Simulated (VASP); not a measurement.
Set up this calculation in VASP 6.6.1, as the native input.

```yaml
Task: electric field gradients
Functional: r2SCAN
Potentials_or_basis: VASP PAW PBE potentials, release 64 (Li_sv)
Cutoff: 520 eV
k_mesh: 9 × 9 × 9
Occupations: fermi-dirac, width 0.05 eV
Spin: no spin polarisation
Dipole_correction: no
Further_INCAR_settings: ALGO = Normal; EDIFF = 1e-08; NBANDS = 10
```

The system is Li.

```xyz
2
Lattice="0.0000 2.9333 2.9333 2.9333 0.0000 2.9333 2.9333 2.9333 0.0000" Properties=species:S:1:pos:R:3 pbc="T T T"
Li   -0.6453   -0.8213   -0.8213
Li    0.6453    0.8213    0.8213
```

This cell differs from its parent crystal: shortest bond scaled by 0.88.

These files were run (other wordings do the same):

POSCAR

```
Li
1.0
    0.0000000000      2.9332963867      2.9332963867
    2.9332963867      0.0000000000      2.9332963867
    2.9332963867      2.9332963867      0.0000000000
Li
2
Direct
   -0.1700000000     -0.1100000000     -0.1100000000
    0.1700000000      0.1100000000      0.1100000000
```

INCAR.step1

```
SYSTEM = Li
ALGO = Normal
EDIFF = 1E-4
ENCUT = 520
GGA = PE
ISMEAR = -1
LASPH = .True.
LCHARG = .False.
LREAL = .False.
LWAVE = .True.
NBANDS = 10
NELM = 80
PREC = Accurate
SIGMA = 0.05
```

INCAR.step2

```
SYSTEM = Li
ALGO = Normal
EDIFF = 1E-8
ENCUT = 520
ISIF = 2
ISMEAR = -1
ISTART = 1
LASPH = .True.
LCHARG = .False.
LEFG = .True.
LMIXTAU = .True.
LREAL = .False.
LWAVE = .False.
METAGGA = R2SCAN
NBANDS = 10
NELM = 80
PREC = Accurate
SIGMA = 0.05
```

KPOINTS

```
k-points
0
Gamma
  9 9 9
  0 0 0
```

Potentials or basis: VASP PAW PBE potentials, release 64 (Li_sv).

Run with:

```console
$ cat potpaw_PBE.64/Li_sv/POTCAR > POTCAR
$ cp INCAR.step1 INCAR
$ mpirun -np 1 vasp_std > vasp.out
$ cp INCAR.step2 INCAR
$ mpirun -np 1 vasp_std > vasp.out
```

Results of the run:

The largest force is 0.566 eV/Å and the band gap on the k mesh is zero (band 3 reaches 0.65 eV, above the bottom of band 4 at 0.03 eV).

Caveat: the cell differs from its parent crystal (shortest bond scaled by 0.88); without QUAD_EFG the Cq values of the log hold for a quadrupole moment of 1 mb, not for the nuclei; the PAW data sets were made with another functional, which shifts forces and pressure a little.

Run time: 6.9 min on 1 thread of AMD EPYC 7R43 64-Core Processor (Zen 3) (shared host), peak memory 0.15 GiB.
